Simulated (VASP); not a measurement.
Input of a VASP 6.6.1 run:

Contents of POSCAR:

```
InP
1.0
    0.0000000000      2.9537876420      2.9537876420
    2.9537876420      0.0000000000      2.9537876420
    2.9537876420      2.9537876420      0.0000000000
In P
1 1
Direct
    0.0000000000      0.0000000000      0.0000000000
    0.2500000000      0.2500000000      0.2500000000
```

Contents of INCAR.step1:

```
PREC = Accurate
ENCUT = 520
ISMEAR = 0
SIGMA = 0.01
LREAL = False
LASPH = True
NELM = 60
NBANDS = 16
GGA = PE
ALGO = Normal
EDIFF = 1E-4
LWAVE = True
LCHARG = False
```

INCAR.step2

```
PREC = Accurate
ENCUT = 520
EDIFF = 1E-6
ISMEAR = 0
SIGMA = 0.01
LREAL = False
LASPH = True
NELM = 60
ALGO = Normal
ISIF = 2
LWAVE = False
LCHARG = True
METAGGA = R2SCAN
LMIXTAU = True
LELF = True
LVHAR = True
NBANDS = 16
ISTART = 1
```

The input KPOINTS:

```
Automatic mesh
0
Gamma
  8 8 8
```

Potentials or basis: VASP PAW PBE potentials, release 64 (In_d, P).

The run is started by

```console
$ cat potpaw_PBE.64/In_d/POTCAR potpaw_PBE.64/P/POTCAR > POTCAR
$ cp INCAR.step1 INCAR
$ mpirun -np 1 vasp_std > vasp.out
$ cp INCAR.step2 INCAR
$ mpirun -np 1 vasp_std > vasp.out
```

Question: What does it give for the band gap on the k mesh?

Answer: 1.03 eV, direct.

Question: What does it give for the pressure?

Answer: -0.1 GPa.

Caveat: the PAW data sets were made with another functional, which shifts forces and pressure a little; spin-orbit coupling is left out, which moves the levels of the heavy elements. r2SCAN opens gaps a little over a GGA but as a rule still falls short of measured ones.
